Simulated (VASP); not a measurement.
# ScGa3Te (P-6m2) in VASP: further runs

Runs on ScGa3Te. Level: PBE. Tasks: single point.

Everything below comes from runs of VASP 6.6.1. Logs are shortened: lines on timing, memory, paths and dates and some standing lists are left out, and cuts for length are marked.

## 1. The cell of the first run

It takes space group P-6m2 (No. 187, hexagonal). The conventional cell has a = 4.524 Å, b = 4.524 Å, c = 5.585 Å, α = 90.00°, β = 90.00°, γ = 120.00°. Sc (site symmetry -6m2) has 9 Ga at 2.61 to 2.98 Å within 3.4 Å. Ga (site symmetry 3m) has 5 Ga at 2.73 to 2.98 Å and 3 Te at 2.95 Å and 3 Sc at 2.98 Å within 3.6 Å. Ga (site symmetry -6m2) has 3 Sc at 2.61 Å and 2 Te at 2.79 Å and 6 Ga at 2.98 Å within 3.4 Å. Within 3.7 Å of Te (site symmetry -6m2) lie 8 Ga at 2.79 to 2.95 Å.

## 2. Single point, PBE

File INCAR:

```
  ALGO = Fast
  EDIFF = 1E-6
  ENCUT = 520
  GGA = PE
  ISIF = 2
  ISMEAR = 0
  LASPH = T
  LCHARG = F
  LREAL = F
  LWAVE = F
  NBANDS = 36
  NELM = 60
  PREC = Accurate
  SIGMA = 0.1
```

File KPOINTS:

```
k-points
0
Gamma
  6 6 4
```

File POSCAR:

```
ScGa3Te
1.0
    4.5240045900      0.0000000000      0.0000000000
   -2.2620023000      3.9179029100      0.0000000000
    0.0000000000      0.0000000000      5.5850883500
Sc Ga Te
1 3 1
Direct
    0.3333333300      0.6666666700      0.5000000000
    0.0000000000      0.0000000000      0.7552470000
    0.0000000000      0.0000000000      0.2447530000
    0.6666666700      0.3333333300      0.5000000000
    0.6666666700      0.3333333300      0.0000000000
```

Potentials or basis: VASP PAW PBE potentials, release 64 (Sc_sv, Ga_d, Te).

The run is started by

```
$ cat potpaw_PBE.64/Sc_sv/POTCAR potpaw_PBE.64/Ga_d/POTCAR potpaw_PBE.64/Te/POTCAR > POTCAR
$ mpirun -np 1 vasp_std > vasp.out
```

OUTCAR:

```text
EDIFF = 1E-6
   ENCUT = 520
   GGA = PE
   ISIF = 2
   ISMEAR = 0
   LASPH = T
   LREAL = F
   NELM = 60
   PREC = Accurate

 ion  position               nearest neighbor table
   1  0.333  0.667  0.500-   4 2.61   4 2.61   4 2.61   2 2.98   3 2.98   3 2.98   2 2.98   3 2.98
                             2 2.98
   2  0.000  0.000  0.755-   3 2.73   3 2.85   5 2.95   5 2.95   5 2.95   1 2.98   1 2.98   1 2.98

   3  0.000  0.000  0.245-   2 2.73   2 2.85   5 2.95   5 2.95   5 2.95   1 2.98   1 2.98   1 2.98

   4  0.667  0.333  0.500-   1 2.61   1 2.61   1 2.61   5 2.79   5 2.79
   5  0.667  0.333  0.000-   4 2.79   4 2.79   2 2.95   3 2.95   2 2.95   3 2.95   2 2.95   3 2.95

  LATTYP: Found a hexagonal cell.
 ALAT       =     4.5240045900
 C/A-ratio  =     1.2345452439

  Lattice vectors:

 A1 = (   4.5240045900,   0.0000000000,   0.0000000000)
 A2 = (  -2.2620023000,   3.9179029100,   0.0000000000)
 A3 = (   0.0000000000,   0.0000000000,   5.5850883500)

Analysis of symmetry for initial positions (statically):
=====================================================================
 Subroutine PRICEL returns:
 Original cell was already a primitive cell.

 Routine SETGRP: Setting up the symmetry group for a
 hexagonal supercell.

 Subroutine GETGRP returns: Found 12 space group operations
 (whereof 12 operations were pure point group operations)
 out of a pool of 24 trial point group operations.

The static configuration has the point symmetry D_3h.

Analysis of symmetry for dynamics (positions and initial velocities):
=====================================================================
 Subroutine PRICEL returns:
 Original cell was already a primitive cell.

 Routine SETGRP: Setting up the symmetry group for a
 hexagonal supercell.

 Subroutine GETGRP returns: Found 12 space group operations
 (whereof 12 operations were pure point group operations)
 out of a pool of 24 trial point group operations.

The dynamic configuration has the point symmetry D_3h.

 Subroutine INISYM returns: Found 12 space group operations
 (whereof 12 operations are pure point group operations),
 and found     1 'primitive' translations

----------------------------------------------------------------------------------------

                                     Primitive cell

  volume of cell :      98.9935

  direct lattice vectors                    reciprocal lattice vectors
     4.524004590  0.000000000  0.000000000     0.221043100  0.127619293  0.000000000
    -2.262002300  3.917902910  0.000000000     0.000000000  0.255238586  0.000000000
     0.000000000  0.000000000  5.585088350     0.000000000  0.000000000  0.179048197

  length of vectors
     4.524004590  4.524004600  5.585088350     0.255238587  0.255238586  0.179048197

  position of ions in fractional coordinates (direct lattice)
     0.333333330  0.666666670  0.500000000
     0.000000000  0.000000000  0.755247000
     0.000000000  0.000000000  0.244753000
     0.666666670  0.333333330  0.500000000
     0.666666670  0.333333330  0.000000000

  ion indices of the primitive-cell ions
   primitive index   ion index
                 1           1
                 2           2
                 3           3
                 4           4
                 5           5

----------------------------------------------------------------------------------------

 KPOINTS: k-points

Automatic generation of k-mesh.
 Grid dimensions read from file:
 generate k-points for:    6    6    4

 Generating k-lattice:

  Cartesian coordinates                     Fractional coordinates (reciprocal lattice)
     0.036840517  0.021269882  0.000000000     0.166666667  0.000000000  0.000000000
     0.000000000  0.042539764  0.000000000     0.000000000  0.166666667  0.000000000
     0.000000000  0.000000000  0.044762049     0.000000000  0.000000000  0.250000000

  Length of vectors
     0.042539764  0.042539764  0.044762049

  Shift w.r.t. Gamma in fractional coordinates (k-lattice)
     0.000000000  0.000000000  0.000000000

 Subroutine IBZKPT returns following result:
 ===========================================

 Found     21 irreducible k-points:

 Following reciprocal coordinates:
            Coordinates               Weight
  0.000000  0.000000  0.000000      1.000000
  0.166667 -0.000000  0.000000      6.000000
  0.333333  0.000000  0.000000      6.000000
  0.500000 -0.000000  0.000000      3.000000
  0.166667  0.166667  0.000000      6.000000
  0.333333  0.166667  0.000000     12.000000
[... 13 lines left out ...]
  0.333333  0.166667  0.500000     12.000000
  0.333333  0.333333  0.500000      2.000000
   k-points           NKPTS =     21   k-points in BZ     NKDIM =     21   number of bands    NBANDS=     36
   number of dos      NEDOS =    301   number of ions     NIONS =      5
   total plane-waves  NPLWV =  54432
   dimension x,y,z NGX =    36 NGY =   36 NGZ =   42
   dimension x,y,z NGXF=    72 NGYF=   72 NGZF=   84
   ions per type =               1   3   1
   NGX,Y,Z   is equivalent  to a cutoff of  13.23, 13.23, 12.50 a.u.
   NGXF,Y,Z  is equivalent  to a cutoff of  26.46, 26.46, 25.00 a.u.
 SYSTEM =  unknown system
   PREC   = accura    normal or accurate (medium, high low for compatibility)
   ISTART =      0    job   : 0-new  1-cont  2-samecut
   ICHARG =      2    charge: 1-file 2-atom 10-const
   ISPIN  =      1    spin polarized calculation?
   LNONCOLLINEAR =      F non collinear calculations
   LSORBIT =      F    spin-orbit coupling
   LASPH  =      T    aspherical Exc in radial PAW
   ENCUT  =  520.0 eV  38.22 Ry    6.18 a.u.   8.41  8.41 10.38*2*pi/ulx,y,z
   NELM   =     60;   NELMIN=  2; NELMDL= -5     # of ELM steps
   EDIFF  = 0.1E-05   stopping-criterion for ELM
   LREAL  =      F    real-space projection
   EDIFFG = 0.1E-04   stopping-criterion for IOM
   NSW    =      0    number of steps for IOM
   IBRION =     -1    ionic relax: 0-MD 1-quasi-New 2-CG
   NFREE  =      0    steps in history (QN), initial steepest desc. (CG)
   ISIF   =      2    stress and relaxation
   ISYM   =      2    0-nonsym 1-usesym 2-fastsym
   POTIM  = 0.5000    time-step for ionic-motion
   TEBEG  =    0.0;   TEEND  =   0.0 temperature during run
   PSTRESS=    0.0 pullay stress
   NELECT =      56.0000    total number of electrons
   NUPDOWN=      -1.0000    fix difference up-down
   EMIN   =  10.00;   EMAX   =-10.00  energy-range for DOS
   EFERMI =   0.00;   METHOD = LEGACY
   ISMEAR =     0;   SIGMA  =   0.10  broadening in eV -4-tet -1-fermi 0-gaus
   EFERMI_NEDOS =   21; number of points for ismear=-14 and -15
   IALGO  =     68    algorithm
   IMIX   =      4    mixing-type and parameters
     AMIX     =   0.40;   BMIX     =  1.00
     AMIX_MAG =   1.60;   BMIX_MAG =  1.00
  volume/ion in A,a.u.               =      19.80       133.61
  Fermi-wavevector in a.u.,A,eV,Ry     =   1.353948  2.558590 24.941855  1.833175
  Thomas-Fermi vector in A             =   2.481160
   LORBIT       =      0    0 simple, 1 ext, 2 COOP (PROOUT), +10 PAW based schemes
   GGA     = PE    functional components
   LHFCALC =     F    Hartree Fock is set to
   AEXX    =    0.0000 exact exchange contribution
   IVDW    =     0    specifies the selected vdW correction
   LEPSILON=     F    determine dielectric tensor
   LRPA    =     F    only Hartree local field effects (RPA)
 non-spin polarized calculation
 RMM-DIIS sequential band-by-band and
 Gauss-broadening in eV      SIGMA  =   0.10
  energy-cutoff  :      520.00
  volume of cell :       98.99
 maximum number of plane-waves:      2703
 NGX is ok and might be reduce to    36
   NGX = 17   NGY = 17   NGZ = 21

 number of electron      55.9999995 magnetization

 Free energy of the ion-electron system (eV)
  ---------------------------------------------------
  ext. energy  EPLUGINS =         0.00000000
  ---------------------------------------------------
  free energy    TOTEN  =       -17.17087284 eV

  energy without entropy =      -17.15710725  energy(sigma->0) =      -17.16399005

 E-fermi :   7.0269     XC(G=0): -10.8711

 val. band max:        7.0204839174   @ k =   0.0000   0.0000   0.5000
 cond. band min:       7.0543928174   @ k =   0.1667  -0.0000   0.5000
 fundamental gap:      0.0339089000
 Fermi energy:         7.0269090059

 k-point     1 :       0.0000    0.0000    0.0000
  band No.  band energies     occupation
      1     -42.7997      2.00000
      2     -21.5482      2.00000
      3     -21.4693      2.00000
      4     -21.4693      2.00000
      5      -8.1563      2.00000
      6      -8.0649      2.00000
[... 28 lines left out ...]
     35      10.0912      0.00000
     36      10.0913      0.00000

 k-point     2 :       0.1667   -0.0000    0.0000
  band No.  band energies     occupation
      1     -42.7995      2.00000
      2     -21.5477      2.00000
      3     -21.4734      2.00000
      4     -21.4699      2.00000
      5      -8.1575      2.00000
      6      -8.0901      2.00000
[... 28 lines left out ...]
     35      10.5241      0.00000
     36      11.0877      0.00000

 k-point     3 :       0.3333    0.0000    0.0000
  band No.  band energies     occupation
      1     -42.7992      2.00000
      2     -21.5469      2.00000
      3     -21.4816      2.00000
      4     -21.4711      2.00000
      5      -8.1623      2.00000
      6      -8.1086      2.00000
[... 28 lines left out ...]
     35      10.7368      0.00000
     36      11.1759      0.00000

 k-point     4 :       0.5000   -0.0000    0.0000
  band No.  band energies     occupation
      1     -42.7990      2.00000
      2     -21.5465      2.00000
      3     -21.4857      2.00000
      4     -21.4717      2.00000
      5      -8.1651      2.00000
      6      -8.1110      2.00000
[... 28 lines left out ...]
     35      11.4290      0.00000
     36      11.5768      0.00000

 k-point     5 :       0.1667    0.1667    0.0000
  band No.  band energies     occupation
      1     -42.7992      2.00000
      2     -21.5471      2.00000
      3     -21.4787      2.00000
      4     -21.4716      2.00000
      5      -8.1601      2.00000
      6      -8.1065      2.00000
[... 538 lines left out ...]
 k-point    19 :       0.1667    0.1667    0.5000
  band No.  band energies     occupation
      1     -42.7992      2.00000
      2     -21.5475      2.00000
      3     -21.4787      2.00000
      4     -21.4716      2.00000
      5      -8.0487      2.00000
      6      -8.0292      2.00000
[... 28 lines left out ...]
     35       9.8778      0.00000
     36      11.6524      0.00000

 k-point    20 :       0.3333    0.1667    0.5000
  band No.  band energies     occupation
      1     -42.7990      2.00000
      2     -21.5469      2.00000
      3     -21.4834      2.00000
      4     -21.4739      2.00000
      5      -8.0406      2.00000
      6      -8.0218      2.00000
[... 28 lines left out ...]
     35      10.3996      0.00000
     36      11.6001      0.00000

 k-point    21 :       0.3333    0.3333    0.5000
  band No.  band energies     occupation
      1     -42.7989      2.00000
      2     -21.5466      2.00000
      3     -21.4814      2.00000
      4     -21.4781      2.00000
      5      -8.0311      2.00000
      6      -8.0209      2.00000
[... 28 lines left out ...]
     35      10.9211      0.00000
     36      12.0478      0.00000

------------------------ aborting loop because EDIFF is reached ----------------------------------------

  FORCE on cell =-STRESS in cart. coord.  units (eV):
  Direction    XX          YY          ZZ          XY          YZ          ZX
  --------------------------------------------------------------------------------------
  -------------------------------------------------------------------------------------
  Total        6.9557054      6.9557054     10.5763090     -0.0000000      0.0000000      0.0000000
  in kB      112.5757912    112.5757917    171.1740629     -0.0000001      0.0000000      0.0000000
  external PRESSURE =     132.1085486 kB  Pullay stress =       0.0000000 kB

 VOLUME and BASIS-vectors are now :
 -----------------------------------------------------------------------------
  energy-cutoff  :      520.00
  volume of cell :       98.99
      direct lattice vectors                 reciprocal lattice vectors
     4.524004590  0.000000000  0.000000000     0.221043100  0.127619293  0.000000000
    -2.262002300  3.917902910  0.000000000     0.000000000  0.255238586  0.000000000
     0.000000000  0.000000000  5.585088350     0.000000000  0.000000000  0.179048197

 POSITION                                       TOTAL-FORCE (eV/Angst)
 -----------------------------------------------------------------------------------
     -0.00000      2.61194      2.79254        -0.000000      0.000000      0.000000
      0.00000      0.00000      4.21812        -0.000000      0.000000     -0.317626
      0.00000      0.00000      1.36697        -0.000000      0.000000      0.317626
      2.26200      1.30597      2.79254         0.000000      0.000000      0.000000
      2.26200      1.30597      0.00000        -0.000000      0.000000      0.000000
 -----------------------------------------------------------------------------------
    total drift:                                0.000008     -0.000005      0.000000

  FREE ENERGIE OF THE ION-ELECTRON SYSTEM (eV)
  ---------------------------------------------------
  free  energy   TOTEN  =       -17.1708728441 eV

  energy  without entropy=      -17.1571072537  energy(sigma->0) =      -17.16399005
```

Wall time 69 s (1 thread of AMD EPYC 9R14 (Zen 4), shared host); peak memory 0.23 GiB.

What came out:

| Quantity | Value |
| --- | --- |
| Free energy | -17.1709 eV |
| Pressure | 13.2 GPa |
| Largest force | 0.318 eV/Å |
| Band gap on the k mesh | zero (band 28 reaches 7.56 eV, above the bottom of band 29 at 6.88 eV) |

Forces in eV/Å, atoms in the order of the input:
```
Sc   0.000  0.000  0.000
Ga   0.000  0.000 -0.318
Ga   0.000  0.000  0.318
Ga   0.000  0.000  0.000
Te   0.000  0.000  0.000
```

Stress tensor (GPa, compression positive):
```
11.26  0.00  0.00
 0.00 11.26  0.00
 0.00  0.00 17.12
```

Levels at points of the mesh, in eV from the Fermi level:
```tsv
k point	band 25	band 26	band 27	band 28	band 29	band 30	band 31	band 32
(0.00, 0.00, 0.00)	-3.69	-0.71	-0.71	0.24	0.63	0.63	0.85	1.18
(0.50, 0.00, 0.00)	-3.99	-3.49	-2.19	-0.32	0.43	0.76	0.99	1.89
(0.00, 0.00, 0.50)	-2.29	-2.26	-2.26	-1.75	-0.08	-0.01	-0.01	2.44
(0.50, 0.00, 0.50)	-1.92	-1.80	-0.95	-0.33	0.04	0.84	0.91	1.34
```

Caveat: spin-orbit coupling is left out, which moves the levels of the heavy elements.

[end of part 1 of 2]
